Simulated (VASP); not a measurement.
# NaCl (wurtzite type) (P6_3mc) in VASP: relaxation of cell and atoms with revPBE

Aim: the relaxation of cell and atoms of NaCl (wurtzite type) with revPBE.

All numbers are computed with VASP 6.6.1; they aren't measurements. Logs are shortened: lines on timing, memory, paths and dates and some standing lists are left out, and cuts for length are marked.

### Step 1. The cell of the first run

The structure is hexagonal, space group P6_3mc (No. 186). Conventional cell: a = 4.264 Å, b = 4.264 Å, c = 6.950 Å, α = 90.00°, β = 90.00°, γ = 120.00°. Na (site symmetry 3m) has 4 Cl at 2.61 Å within 3.4 Å. Within 3.4 Å of Cl (site symmetry 3m) lie 4 Na at 2.61 Å.

### Step 2. Relaxation of cell and atoms, revPBE

Contents of INCAR:

```
SYSTEM = NaCl
PREC     = Accurate       ! precision mode
ENCUT    = 600            ! plane-wave cutoff, eV
EDIFF    = 1E-7           ! SCF threshold, eV
ISMEAR   = -1             ! smearing method
SIGMA    = 0.03           ! smearing width, eV
LREAL    = .False.        ! projectors in reciprocal space
LASPH    = .True.         ! aspherical terms in the spheres
NELM     = 60             ! most SCF steps
ALGO     = Normal         ! electronic algorithm
ISIF     = 3              ! what is computed and relaxed
LWAVE    = .False.        ! write WAVECAR
LCHARG   = .False.        ! write CHGCAR
GGA      = RE             ! functional
IBRION   = 2              ! ionic algorithm
NSW      = 100            ! ionic steps
EDIFFG   = -0.005         ! ionic threshold
```

Contents of KPOINTS:

```
Automatic mesh
0
Gamma
  10 10 6
  0 0 0
```

Contents of POSCAR:

```
NaCl
1.0
    4.2635235690      0.0000000000      0.0000000000
   -2.1317617845      3.6923197204      0.0000000000
    0.0000000000      0.0000000000      6.9495434174
Na Cl
2 2
Direct
    0.3333333333      0.6666666667      0.0000000000
    0.6666666667      0.3333333333      0.5000000000
    0.3333333333      0.6666666667      0.3760000000
    0.6666666667      0.3333333333      0.8760000000
```

Potentials or basis: VASP PAW PBE potentials, release 64 (Na_pv, Cl).

Launch:

```bash
> cat potpaw_PBE.64/Na_pv/POTCAR potpaw_PBE.64/Cl/POTCAR > POTCAR
> mpirun -np 1 vasp_std > vasp.out
```

OUTCAR:

```text
SYSTEM = NaCl
   PREC = Accurate
   ENCUT = 600
   EDIFF = 1E-7
   ISMEAR = -1
   LREAL = .False.
   LASPH = .True.
   NELM = 60
   ISIF = 3
   GGA = RE
   IBRION = 2
   NSW = 100
   EDIFFG = -0.005

 ion  position               nearest neighbor table
   1  0.333  0.667  0.000-   4 2.61   4 2.61   4 2.61   3 2.61
   2  0.667  0.333  0.500-   3 2.61   3 2.61   3 2.61   4 2.61
   3  0.333  0.667  0.376-   2 2.61   2 2.61   2 2.61   1 2.61
   4  0.667  0.333  0.876-   1 2.61   1 2.61   1 2.61   2 2.61

  LATTYP: Found a hexagonal cell.
 ALAT       =     4.2635235690
 C/A-ratio  =     1.6300000000

  Lattice vectors:

 A1 = (   4.2635235690,   0.0000000000,   0.0000000000)
 A2 = (  -2.1317617845,   3.6923197204,   0.0000000000)
 A3 = (   0.0000000000,   0.0000000000,   6.9495434174)

Analysis of symmetry for initial positions (statically):
=====================================================================
 Subroutine PRICEL returns:
 Original cell was already a primitive cell.

 Routine SETGRP: Setting up the symmetry group for a
 hexagonal supercell.

 Subroutine GETGRP returns: Found 12 space group operations
 (whereof  6 operations were pure point group operations)
 out of a pool of 24 trial point group operations.

The static configuration has the point symmetry C_3v.
 The point group associated with its full space group is C_6v.

Analysis of symmetry for dynamics (positions and initial velocities):
=====================================================================
 Subroutine PRICEL returns:
 Original cell was already a primitive cell.

 Routine SETGRP: Setting up the symmetry group for a
 hexagonal supercell.

 Subroutine GETGRP returns: Found 12 space group operations
 (whereof  6 operations were pure point group operations)
 out of a pool of 24 trial point group operations.

The dynamic configuration has the point symmetry C_3v.
 The point group associated with its full space group is C_6v.

 Subroutine INISYM returns: Found 12 space group operations
 (whereof  6 operations are pure point group operations),
 and found     1 'primitive' translations

----------------------------------------------------------------------------------------

                                     Primitive cell

  volume of cell :     109.4017

  direct lattice vectors                    reciprocal lattice vectors
     4.263523569  0.000000000  0.000000000     0.234547783  0.135416226  0.000000000
    -2.131761785  3.692319720  0.000000000     0.000000000  0.270832451  0.000000000
     0.000000000  0.000000000  6.949543417     0.000000000  0.000000000  0.143894345

  length of vectors
     4.263523569  4.263523569  6.949543417     0.270832451  0.270832451  0.143894345

  position of ions in fractional coordinates (direct lattice)
     0.333333333  0.666666667  0.000000000
     0.666666667  0.333333333  0.500000000
     0.333333333  0.666666667  0.376000000
     0.666666667  0.333333333  0.876000000

  ion indices of the primitive-cell ions
   primitive index   ion index
                 1           1
                 2           2
                 3           3
                 4           4

----------------------------------------------------------------------------------------

 KPOINTS: Automatic mesh

Automatic generation of k-mesh.
 Grid dimensions read from file:
 generate k-points for:   10   10    6

 Generating k-lattice:

  Cartesian coordinates                     Fractional coordinates (reciprocal lattice)
     0.023454778  0.013541623  0.000000000     0.100000000 -0.000000000  0.000000000
     0.000000000  0.027083245  0.000000000     0.000000000  0.100000000  0.000000000
     0.000000000  0.000000000  0.023982391     0.000000000  0.000000000  0.166666667

  Length of vectors
     0.027083245  0.027083245  0.023982391

  Shift w.r.t. Gamma in fractional coordinates (k-lattice)
     0.000000000  0.000000000  0.000000000

 Subroutine IBZKPT returns following result:
 ===========================================

 Found     56 irreducible k-points:

 Following reciprocal coordinates:
            Coordinates               Weight
  0.000000  0.000000  0.000000      1.000000
  0.100000  0.000000  0.000000      6.000000
  0.200000  0.000000  0.000000      6.000000
  0.300000  0.000000  0.000000      6.000000
  0.400000  0.000000  0.000000      6.000000
  0.500000  0.000000  0.000000      3.000000
[... 16 lines left out ...]
  0.300000  0.100000  0.166667     24.000000
  0.400000  0.100000  0.166667     24.000000
 [... further k-points ...]
   k-points           NKPTS =     56   k-points in BZ     NKDIM =     56   number of bands    NBANDS=     18
   number of dos      NEDOS =    301   number of ions     NIONS =      4
   total plane-waves  NPLWV =  72576
   dimension x,y,z NGX =    36 NGY =   36 NGZ =   56
   dimension x,y,z NGXF=    72 NGYF=   72 NGZF=  112
   ions per type =               2   2
   NGX,Y,Z   is equivalent  to a cutoff of  14.04, 14.04, 13.40 a.u.
   NGXF,Y,Z  is equivalent  to a cutoff of  28.07, 28.07, 26.79 a.u.
 SYSTEM =  NaCl
   PREC   = accura    normal or accurate (medium, high low for compatibility)
   ISTART =      0    job   : 0-new  1-cont  2-samecut
   ICHARG =      2    charge: 1-file 2-atom 10-const
   ISPIN  =      1    spin polarized calculation?
   LNONCOLLINEAR =      F non collinear calculations
   LSORBIT =      F    spin-orbit coupling
   LASPH  =      T    aspherical Exc in radial PAW
   ENCUT  =  600.0 eV  44.10 Ry    6.64 a.u.   8.52  8.52 13.88*2*pi/ulx,y,z
   NELM   =     60;   NELMIN=  2; NELMDL= -5     # of ELM steps
   EDIFF  = 0.1E-06   stopping-criterion for ELM
   LREAL  =      F    real-space projection
   EDIFFG = -.5E-02   stopping-criterion for IOM
   NSW    =    100    number of steps for IOM
   IBRION =      2    ionic relax: 0-MD 1-quasi-New 2-CG
   NFREE  =      1    steps in history (QN), initial steepest desc. (CG)
   ISIF   =      3    stress and relaxation
   ISYM   =      2    0-nonsym 1-usesym 2-fastsym
   POTIM  = 0.5000    time-step for ionic-motion
   TEBEG  =    0.0;   TEEND  =   0.0 temperature during run
   PSTRESS=    0.0 pullay stress
   NELECT =      28.0000    total number of electrons
   NUPDOWN=      -1.0000    fix difference up-down
   EMIN   =  10.00;   EMAX   =-10.00  energy-range for DOS
   EFERMI =   0.00;   METHOD = LEGACY
   ISMEAR =    -1;   SIGMA  =   0.03  broadening in eV -4-tet -1-fermi 0-gaus
   EFERMI_NEDOS =   21; number of points for ismear=-14 and -15
   IALGO  =     38    algorithm
   IMIX   =      4    mixing-type and parameters
     AMIX     =   0.40;   BMIX     =  1.00
     AMIX_MAG =   1.60;   BMIX_MAG =  1.00
  volume/ion in A,a.u.               =      27.35       184.57
  Fermi-wavevector in a.u.,A,eV,Ry     =   1.039408  1.964196 14.699315  1.080369
  Thomas-Fermi vector in A             =   2.173937
   LORBIT       =      0    0 simple, 1 ext, 2 COOP (PROOUT), +10 PAW based schemes
   GGA     = RE    functional components
   LHFCALC =     F    Hartree Fock is set to
   AEXX    =    0.0000 exact exchange contribution
   IVDW    =     0    specifies the selected vdW correction
   LEPSILON=     F    determine dielectric tensor
   LRPA    =     F    only Hartree local field effects (RPA)
 conjugate gradient relaxation of ions
 non-spin polarized calculation
  energy-cutoff  :      600.00
  volume of cell :      109.40
 maximum number of plane-waves:      3700
 NGX is ok and might be reduce to    36
   NGX = 17   NGY = 17   NGZ = 27

--------------------------------------- Ionic step        1  -------------------------------------------

 number of electron      28.0000000 magnetization

 Free energy of the ion-electron system (eV)
  ---------------------------------------------------
  ext. energy  EPLUGINS =         0.00000000
  ---------------------------------------------------
  free energy    TOTEN  =       -12.59613697 eV

  energy without entropy =      -12.59613697  energy(sigma->0) =      -12.59613697

------------------------ aborting loop because EDIFF is reached ----------------------------------------

  FORCE on cell =-STRESS in cart. coord.  units (eV):
  Direction    XX          YY          ZZ          XY          YZ          ZX
  --------------------------------------------------------------------------------------
  -------------------------------------------------------------------------------------
  Total        2.6032986      2.6032986      2.3174777      0.0000000     -0.0000000      0.0000000
  in kB       38.1250415     38.1250415     33.9392240      0.0000000     -0.0000000      0.0000000
  external PRESSURE =      36.7297690 kB  Pullay stress =       0.0000000 kB
[... 95 lines left out ...]
  FREE ENERGIE OF THE ION-ELECTRON SYSTEM (eV)
  ---------------------------------------------------
  free  energy   TOTEN  =       -12.7970026026 eV

  energy  without entropy=      -12.7970026026  energy(sigma->0) =      -12.79700260

[... ionic steps 4 to 9 ...]

--------------------------------------- Ionic step       10  -------------------------------------------

 number of electron      27.9999981 magnetization

------------------------ aborting loop because EDIFF is reached ----------------------------------------

  FORCE on cell =-STRESS in cart. coord.  units (eV):
  Direction    XX          YY          ZZ          XY          YZ          ZX
  --------------------------------------------------------------------------------------
  -------------------------------------------------------------------------------------
  Total       -0.0759095     -0.0759095      0.0869105      0.0000000      0.0000000      0.0000000
  in kB       -0.9370216     -0.9370216      1.0728178      0.0000000      0.0000000      0.0000000
  external PRESSURE =      -0.2670751 kB  Pullay stress =       0.0000000 kB
[... 61 lines left out ...]
  energy  without entropy=      -12.8027915873  energy(sigma->0) =      -12.80279159

--------------------------------------- Ionic step       12  -------------------------------------------

 number of electron      27.9999986 magnetization

 Free energy of the ion-electron system (eV)
  ---------------------------------------------------
  ext. energy  EPLUGINS =         0.00000000
  ---------------------------------------------------
  free energy    TOTEN  =       -12.80281272 eV

  energy without entropy =      -12.80281272  energy(sigma->0) =      -12.80281272

 E-fermi :  -1.9327     XC(G=0):  -6.1772

 val. band max:       -2.5539111591   @ k =   0.0000   0.0000   0.0000
 cond. band min:       2.4147399852   @ k =   0.0000   0.0000   0.0000
 fundamental gap:      4.9686511443
 Fermi energy:        -1.9326642911

 k-point     1 :       0.0000    0.0000    0.0000
  band No.  band energies     occupation
      1     -23.5072      2.00000
      2     -23.4985      2.00000
      3     -23.4950      2.00000
      4     -23.4950      2.00000
      5     -23.4937      2.00000
      6     -23.4937      2.00000
[... 10 lines left out ...]
     17       6.5141      0.00000
     18       7.9816      0.00000
[... 466 lines left out ...]
      2     -23.5023      2.00000
      3     -23.4992      2.00000
      4     -23.4984      2.00000
      5     -23.4963      2.00000
      6     -23.4948      2.00000
[... 10 lines left out ...]
     17       5.9570      0.00000
     18       6.4314      0.00000

 [... further k-points ...]

------------------------ aborting loop because EDIFF is reached ----------------------------------------

  FORCE on cell =-STRESS in cart. coord.  units (eV):
  Direction    XX          YY          ZZ          XY          YZ          ZX
  --------------------------------------------------------------------------------------
  -------------------------------------------------------------------------------------
  Total        0.0004232      0.0004232      0.0121727      0.0000000      0.0000000      0.0000000
  in kB        0.0052418      0.0052418      0.1507775      0.0000000      0.0000000      0.0000000
  external PRESSURE =       0.0537537 kB  Pullay stress =       0.0000000 kB
[... 19 lines left out ...]
  FREE ENERGIE OF THE ION-ELECTRON SYSTEM (eV)
  ---------------------------------------------------
  free  energy   TOTEN  =       -12.8028127203 eV

  energy  without entropy=      -12.8028127202  energy(sigma->0) =      -12.80281272

 reached required accuracy - stopping structural energy minimisation
```

Wall time 8.1 min (1 thread of Intel Xeon 6975P-C (Granite Rapids), shared host); peak memory 0.31 GiB.

Results:

```
Free energy                           : -12.8028 eV
Relaxed volume                        : 32.34 Å³/atom
Relaxed cell                          : a = 4.591 Å, b = 4.591 Å, c = 7.088 Å, α = 90.00°, β = 90.00°, γ = 120.00°
Space group after relaxing (to 0.1 Å) : P6_3mc (No. 186)
Energy gained by relaxing             : 51.7 meV/atom
Ionic steps                           : 12
Pressure after relaxing               : 0.0 GPa
Band gap on the k mesh                : 4.97 eV
```

Step by step:
```csv
step,energy change (eV),largest force (eV/Å),pressure (GPa),volume (Å³)
1,0.0000,0.0154,3.67,109.40
2,-0.1589,0.0246,1.45,119.63
3,-0.2009,0.0262,0.25,127.80
4,-0.2025,0.0262,0.02,129.70
5,-0.2025,0.0262,-0.03,130.13
6,-0.2028,0.0264,-0.03,130.13
7,-0.2037,0.0270,-0.03,130.10
8,-0.2049,0.0294,-0.03,130.05
9,-0.2055,0.0386,-0.03,129.92
10,-0.2060,0.0301,-0.03,129.79
11,-0.2067,0.0058,0.00,129.42
12,-0.2067,0.0012,0.01,129.35
```

Final structure:
```
Na Cl
1.0
     4.59053    0.00000    0.00000
    -2.29527    3.97552    0.00000
     0.00000    0.00000    7.08766
Na Cl
2 2
Direct
  0.33333 0.66667 0.99252
  0.66667 0.33333 0.49252
  0.33333 0.66667 0.38348
  0.66667 0.33333 0.88348
```

Caveat: the volume moved by over 15 % at a fixed basis, so the end points are rough; the PAW data sets were made with another functional, which shifts forces and pressure a little. A k mesh can miss the band edges.
